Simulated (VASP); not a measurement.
Write the native input for VASP 6.6.1 that does the following.

| Quantity | Value |
| --- | --- |
| Task | electric field gradients |
| Functional | LDA |
| Potentials or basis | VASP PAW LDA potentials, release 64 (Ti_sv) |
| Cutoff | 520 eV |
| k mesh | 13 × 13 × 7 |
| Occupations | fermi-dirac, width 0.05 eV |
| Spin | no spin polarisation |
| Dipole correction | no |
| Further INCAR settings | ALGO = Normal; EDIFF = 1e-08; NBANDS = 19 |

The structure of Ti lies in POSCAR:

```
Ti
1.0
    2.9357319231      0.0000000000      0.0000000000
   -1.4678659615      2.5424184241      0.0000000000
    0.0000000000      0.0000000000      4.6408561500
Ti
2
Direct
    0.3333333333      0.6666666667      0.2500000000
    0.6666666667      0.3333333333      0.7500000000
```

These files were run (other wordings do the same):

INCAR

```
SYSTEM = Ti
PREC = Accurate ; ENCUT = 520
EDIFF = 1E-8 ; ISMEAR = -1
SIGMA = 0.05 ; LREAL = .False.
LASPH = .True. ; NELM = 80
ALGO = Normal ; ISIF = 2
LWAVE = .False. ; LCHARG = .False.
LEFG = .True. ; NBANDS = 19
```

KPOINTS

```
regular mesh
0
Gamma
  13 13 7
  0 0 0
```

Potentials or basis: VASP PAW LDA potentials, release 64 (Ti_sv).

Run with:

```sh
$ cat potpaw_LDA.64/Ti_sv/POTCAR > POTCAR
$ mpirun -np 1 vasp_std > vasp.out
```

It gave:

* Pressure: -8.2 GPa
* Band gap on the k mesh: zero (band 12 reaches 8.86 eV, above the bottom of band 13 at 7.79 eV)

Caveat: without QUAD_EFG the Cq values of the log hold for a quadrupole moment of 1 mb, not for the nuclei.

Run time: 21 s on 1 thread of Intel(R) Xeon(R) Platinum 8559C (Emerald Rapids), with other jobs on the host, peak memory 0.16 GiB.
